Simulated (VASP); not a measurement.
Ag, 1 atom in the cell. The structure is cubic, space group Fm-3m (No. 225). The conventional cell has a = 4.086 Å, b = 4.086 Å, c = 4.086 Å, α = 90.00°, β = 90.00°, γ = 90.00°. Within 3.8 Å of Ag (site symmetry m-3m) lie 12 Ag at 2.89 Å. 

- Program: VASP 6.6.1
- Task: single point
- Functional: r2SCAN
- Potentials or basis: VASP PAW PBE potentials, release 64 (Ag)
- Cutoff: 520 eV
- k mesh: 20 × 20 × 20
- Occupations: gaussian, width 0.15 eV
- Spin: no spin polarisation
- Dipole correction: no
- Further INCAR settings: ALGO = Normal; EDIFF = 1e-06; NBANDS = 12

Potentials or basis: VASP PAW PBE potentials, release 64 (Ag).

The run is started by

```sh
$ cat potpaw_PBE.64/Ag/POTCAR > POTCAR
$ cp INCAR.step1 INCAR
$ mpirun -np 1 vasp_std > vasp.out
$ cp INCAR.step2 INCAR
$ mpirun -np 1 vasp_std > vasp.out
```

Hardware: 1 thread of Intel(R) Xeon(R) 6975P-C (Granite Rapids) (shared host).

Problem. How long does it take, and how much memory?

Solution. Wall time 50 s on 1 thread of Intel(R) Xeon(R) 6975P-C (Granite Rapids) (shared host), peak memory 0.18 GiB. Counts: k points 256.
